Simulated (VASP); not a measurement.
Runs of VASP 6.6.1 on Ba. The structure is that of space group I4/mmm (No. 139), or close to it. The cells are those of the table. 

```csv
cell,further INCAR settings,gap on the mesh (eV),pressure (GPa)
"a = 4.337 Å, angles 106.3, 106.3, 115.9°, 1 atom",ALGO = Fast; EDIFF = 1e-06; NBANDS = 11,none,-0.5
"a = 4.164 Å, angles 112.9, 112.9, 102.7°, 1 atom",ALGO = Fast; EDIFF = 1e-07; NBANDS = 11,none,0.7
"a = 4.449 Å, angles 111.6, 111.6, 105.3°, 1 atom",ALGO = Fast; EDIFF = 1e-06; NBANDS = 11,none,-1.1
"a = 4.337 Å, angles 112.8, 112.8, 103.0°, 1 atom",ALGO = Fast; EDIFF = 1e-07; NBANDS = 11,none,-0.5
"a = 4.227 Å, angles 114.1, 114.1, 100.6°, 1 atom",ALGO = Fast; EDIFF = 1e-06; NBANDS = 11,none,0.3
"a = 4.564 Å, angles 107.5, 107.5, 113.6°, 1 atom",ALGO = Fast; EDIFF = 1e-06; NBANDS = 11,none,-1.5
"a = 4.102 Å, angles 111.8, 111.8, 104.9°, 1 atom",ALGO = Fast; EDIFF = 1e-06; NBANDS = 11,none,(a)
"a = 4.458 Å, angles 105.4, 105.4, 117.9°, 1 atom",ALGO = Fast; EDIFF = 1e-06; NBANDS = 11,none,-1.0
"a = 4.218 Å, angles 107.3, 107.3, 113.9°, 1 atom",ALGO = Fast; EDIFF = 1e-06; NBANDS = 11,none,0.2
"a = 4.391 Å, angles 107.4, 107.4, 113.7°, 1 atom",ALGO = Fast; EDIFF = 1e-06; NBANDS = 11,none,(b)
"a = 4.510 Å, angles 106.5, 106.5, 115.7°, 1 atom",ALGO = Fast; EDIFF = 1e-07; NBANDS = 11,none,-1.2
"a = 4.276 Å, angles 111.7, 111.7, 105.1°, 1 atom",ALGO = Fast; EDIFF = 1e-06; NBANDS = 11,none,(c)
```

Alike in all rows: task single point; level PBEsol; potentials or basis VASP PAW PBE potentials, release 64 (Ba_sv); no spin polarisation; k mesh 14 × 14 × 14; cutoff (eV) 520; smearing gaussian 0.15 eV.

**Question.** Estimate the missing entries.

**Answer.** (a) 1.1; (b) -0.8; (c) -0.2.

Caveats: the PAW data sets were made with another functional, which shifts forces and pressure a little; spin-orbit coupling is left out, which moves the levels of the heavy elements.

A k mesh can miss the band edges, and the runs leave out spin-orbit coupling on Ba.

A gap of «none» marks levels without a gap at the run's occupations.
